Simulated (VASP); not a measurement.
Wanted: the native input for a VASP 6.6.1 run.

* Task: single point
* Functional: PBEsol
* Potentials or basis: VASP PAW PBE potentials, release 64 (Sc_sv, Al)
* Cutoff: 520 eV
* k mesh: 6 × 6 × 4
* Occupations: fermi-dirac, width 0.1 eV
* Spin: no spin polarisation
* Dipole correction: no
* Further INCAR settings: ALGO = Normal; EDIFF = 1e-06; NBANDS = 34

The structure of Sc2Al lies in POSCAR:

```
Sc2Al
1.0
    4.8926114000      0.0000000000      0.0000000000
   -2.4463057000      4.2371257600      0.0000000000
    0.0000000000      0.0000000000      6.1614205700
Sc Al
4 2
Direct
    0.0000000000      0.0000000000      0.0000000000
    0.0000000000      0.0000000000      0.5000000000
    0.3333333300      0.6666666700      0.7500000000
    0.6666666700      0.3333333300      0.2500000000
    0.3333333300      0.6666666700      0.2500000000
    0.6666666700      0.3333333300      0.7500000000
```

One way to write it, as run:

INCAR

```
  ALGO = Normal
  EDIFF = 1E-6
  ENCUT = 520
  GGA = PS
  ISIF = 2
  ISMEAR = -1
  LASPH = T
  LCHARG = F
  LREAL = F
  LWAVE = F
  NBANDS = 34
  NELM = 60
  PREC = Accurate
  SIGMA = 0.1
```

KPOINTS

```
k-points
0
Gamma
  6 6 4
```

Potentials or basis: VASP PAW PBE potentials, release 64 (Sc_sv, Al).

Run with:

```sh
$ cat potpaw_PBE.64/Sc_sv/POTCAR potpaw_PBE.64/Al/POTCAR > POTCAR
$ mpirun -np 1 vasp_std > vasp.out
```

Results of the run:

The pressure is -1.9 GPa and the band gap on the k mesh is zero (band 25 reaches 5.09 eV, above the bottom of band 26 at 4.37 eV).

Caveat: the PAW data sets were made with another functional, which shifts forces and pressure a little.

Run time: 56 s on 1 thread of Intel Xeon 6975P-C, on a shared host, peak memory 0.27 GiB.
